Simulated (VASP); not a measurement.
Crystal: Hf.

```
Hf
1.0
     1.55352   -4.35522    0.00000
     1.55352    4.35522    0.00000
     0.00000    0.00000    3.39632
Hf
2
Direct
  0.86700 0.13300 0.25000
  0.13300 0.86700 0.75000
```

```yaml
Program: VASP 6.6.1
Task: relaxation of cell and atoms
Functional: PBE
Potentials_or_basis: VASP PAW PBE potentials, release 64 (Hf_pv)
Cutoff: 600 eV
k_mesh: 6 × 6 × 6
Occupations: gaussian, width 0.1 eV
Spin: no spin polarisation
```

At the start: pressure 2.1 GPa; volume 22.98 Å³/atom.

Problem. Where does the relaxation end?

Solution. Over 13 steps the energy falls by 263.4 meV/atom and the volume is 23.79 Å³/atom (+3.5 %); space group Cmcm (No. 63, to 0.05 Å).

The path:
```tsv
step	energy change (eV)	largest force (eV/Å)	pressure (GPa)	volume (Å³)
1	0.0000	1.1339	2.11	45.96
2	-0.2949	0.5193	-1.56	47.88
3	-0.4344	0.1000	-4.39	51.25
4	-0.4547	0.0028	-4.13	50.36
5	-0.3414	1.0833	7.36	45.94
6	-0.5083	0.3112	-0.68	48.77
7	-0.5086	0.3345	-0.42	48.66
8	-0.5220	0.1116	-0.84	48.40
9	-0.5222	0.0850	-0.88	48.36
10	-0.5252	0.0972	0.98	47.18
11	-0.5258	0.0926	0.42	47.52
12	-0.5265	0.0206	-0.20	47.62
13	-0.5268	0.0176	0.01	47.58
```

Final structure:
```
Hf
1.0
     1.52132   -5.07893    0.00000
     1.52132    5.07893    0.00000
     0.00000    0.00000    3.07914
Hf
2
Cartesian
  1.5213 -3.5955 0.7698
  1.5213 3.5955 2.3094
```
